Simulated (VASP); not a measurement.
Input of a VASP 6.6.1 run:

INCAR

```
PREC     = Accurate       # precision mode
ENCUT    = 600            # plane-wave cutoff, eV
EDIFF    = 1E-6           # SCF threshold, eV
ISMEAR   = 0              # smearing method
SIGMA    = 0.1            # smearing width, eV
LREAL    = False          # projectors in reciprocal space
LASPH    = True           # aspherical terms in the spheres
NELM     = 100            # most SCF steps
ALGO     = Normal         # electronic algorithm
ISIF     = 3              # what is computed and relaxed
LWAVE    = False          # write WAVECAR
LCHARG   = False          # write CHGCAR
GGA      = PE             # functional
IBRION   = 2              # ionic algorithm
NSW      = 90             # ionic steps
EDIFFG   = -0.04          # ionic threshold
```

The input KPOINTS:

```
Automatic mesh
0
Gamma
  6 6 4
```

The input POSCAR:

```
Pt2Br3
1.0
    5.1710608091      0.0000000000      0.0000000000
   -2.5855304046      4.4782700252      0.0000000000
    0.0000000000      0.0000000000      5.8233952620
Pt Br
2 3
Direct
    0.3333333333      0.6666666667      0.1596315904
    0.3333333333      0.6666666667      0.8403684096
    0.2500000000      0.1250000000      0.5000000000
    0.8750000000      0.1250000000      0.5000000000
    0.8750000000      0.7500000000      0.5000000000
```

Potentials or basis: VASP PAW PBE potentials, release 64 (Pt, Br).

Run with:

```bash
$ cat potpaw_PBE.64/Pt/POTCAR potpaw_PBE.64/Br/POTCAR > POTCAR
$ mpirun -np 1 vasp_std > vasp.out
```

**Question.** What does it give for the space group after relaxing (to 0.1 Å)?

**Answer.** P6/mmm (No. 191).

**Question.** Estimate the relaxed volume.

**Answer.** 30.35 Å³/atom.

**Question.** Estimate the band gap on the k mesh.

**Answer.** Zero (an odd number of electrons rules out a gap without spin polarisation).

**Question.** What does it give for the relaxed cell?

**Answer.** a = 5.996 Å, b = 5.996 Å, c = 4.874 Å, α = 90.00°, β = 90.00°, γ = 120.00°.

Stress tensor (GPa, compression positive):
```
-0.02  0.00  0.00
 0.00 -0.02  0.00
 0.00  0.00 -0.10
```

Caveat: a cell axis changed by over 15 % at a fixed basis, so the end point is rough; spin-orbit coupling is left out, which moves the levels of the heavy elements; an odd number of electrons without spin polarisation forces a metal; a magnetic or distorted state may lie lower.
